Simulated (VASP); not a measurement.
Set up this calculation in VASP 6.6.1, as the native input.

```yaml
Task: single point
Functional: PBE
Dispersion: D3(BJ)
Potentials_or_basis: VASP PAW PBE potentials, release 64 (C)
Cutoff: 520 eV
k_mesh: 18 × 18 × 2
Occupations: gaussian, width 0.15 eV
Spin: no spin polarisation
Dipole_correction: no
Further_INCAR_settings: ALGO = Fast; EDIFF = 1e-06; NBANDS = 36
```

The structure of C lies in POSCAR:

```
C
1.0
    2.4648840281      0.0000000000      0.0000000000
   -1.2324420141      2.1346521857      0.0000000000
    0.0000000000      0.0000000000     20.6060947640
C
12
Direct
    0.6565242017      0.3231908683      0.9519899901
    0.6666666667      0.3333333333      0.4520101828
    0.6666666667      0.3333333333      0.7793231472
    0.6666666667      0.3333333333      0.2793433400
    0.0000000000      0.0000000000      0.6156666650
    0.3333333333      0.6666666667      0.2793231472
    0.0000000000      0.0000000000      0.1156666650
    0.6666666667      0.3333333333      0.6156666650
    0.3333333333      0.6666666667      0.7793433400
    0.3333333333      0.6666666667      0.1156666650
    0.3333333333      0.6666666667      0.4519899901
    0.3333333333      0.6666666667      0.9520101828
```

This cell differs from its parent crystal: atom 1 (C) moved +0.025 Å towards its neighbour atom 1 (C) at 2.465 Å.

These files were run (other wordings do the same):

INCAR

```
PREC = Accurate
ENCUT = 520
EDIFF = 1E-6
ISMEAR = 0
SIGMA = 0.15
LREAL = False
LASPH = True
NELM = 80
ALGO = Fast
ISIF = 2
LWAVE = False
LCHARG = False
GGA = PE
IVDW = 12
NBANDS = 36
```

KPOINTS

```
regular mesh
0
Gamma
  18 18 2
```

Potentials or basis: VASP PAW PBE potentials, release 64 (C).

The run is started by

```sh
$ cat potpaw_PBE.64/C/POTCAR > POTCAR
$ mpirun -np 1 vasp_std > vasp.out
```

It gave:

* Pressure: 0.5 GPa
* Largest force: 1.345 eV/Å
* Band gap on the k mesh: zero (filled and empty bands touch)
* Dispersion energy per atom: -0.152 eV

Caveat: the cell differs from its parent crystal (atom 1 (C) moved +0.025 Å towards its neighbour atom 1 (C) at 2.465 Å); forces of over 1 eV/Å act on the atoms, so gaps and moduli don't describe the material at rest.

Run time: 57 min on 1 thread of Oxide Virtual Turin-like Processor, on a shared host, peak memory 0.8 GiB.
